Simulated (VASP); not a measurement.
Input of a VASP 6.6.1 run:

The input INCAR:

```
ALGO = Normal
EDIFF = 1E-6
EDIFFG = -0.01
ENCUT = 600
GGA = PE
IBRION = 2
ISIF = 3
ISMEAR = -1
LASPH = T
LCHARG = F
LREAL = F
LUSENCCL = F
LWAVE = F
NELM = 100
NSW = 60
PREC = Accurate
SIGMA = 0.05
```

The input KPOINTS:

```
k-points
0
Gamma
  5 5 6
```

File POSCAR:

```
HfO2
1.0
    5.0803194000      0.0000000000      0.0000000000
    0.0000000000      5.1648674500      0.0000000000
    0.0000000000      0.0000000000      4.8908836500
Hf O
4 8
Direct
    0.2225908200      0.7817995800      0.2720679400
    0.7225908200      0.7182004200      0.7279320600
    0.7774091800      0.2182004200      0.2720679400
    0.2774091800      0.2817995800      0.7279320600
    0.1868153200      0.1636487800      0.1045346200
    0.6868153200      0.3363512200      0.8954653800
    0.8131846800      0.8363512200      0.1045346200
    0.3131846800      0.6636487800      0.8954653800
    0.0000000000      0.5000000000      0.4890544500
    0.5000000000      0.0000000000      0.5109455500
    0.0000000000      0.0000000000      0.5756249900
    0.5000000000      0.5000000000      0.4243750100
```

Potentials or basis: VASP PAW PBE potentials, release 64 (Hf_pv, O).

The run is started by

```console
$ cat potpaw_PBE.64/Hf_pv/POTCAR potpaw_PBE.64/O/POTCAR > POTCAR
$ mpirun -np 1 vasp_std > vasp.out
```

Task: Estimate the space group after relaxing (to 0.05 Å).

Result: P2_12_12 (No. 18).

Task: Predict the relaxed volume.

Result: 10.97 Å³/atom.

Step by step:
```
step  energy change (eV)  largest force (eV/Å)  pressure (GPa)  volume (Å³)
   1              0.0000                0.1035            6.25       128.33
   2              0.0840                0.3654           -8.65       136.24
   3             -0.0577                0.0911           -0.01       131.34
   4             -0.0577                0.0875            0.11       131.28
   5             -0.0593                0.0898            0.09       131.44
   6             -0.0593                0.0790            0.08       131.43
   7             -0.0605                0.0312           -0.06       131.61
   8             -0.0608                0.0150           -0.15       131.73
   9             -0.0608                0.0133            0.20       131.56
  10             -0.0608                0.0079            0.04       131.64
```
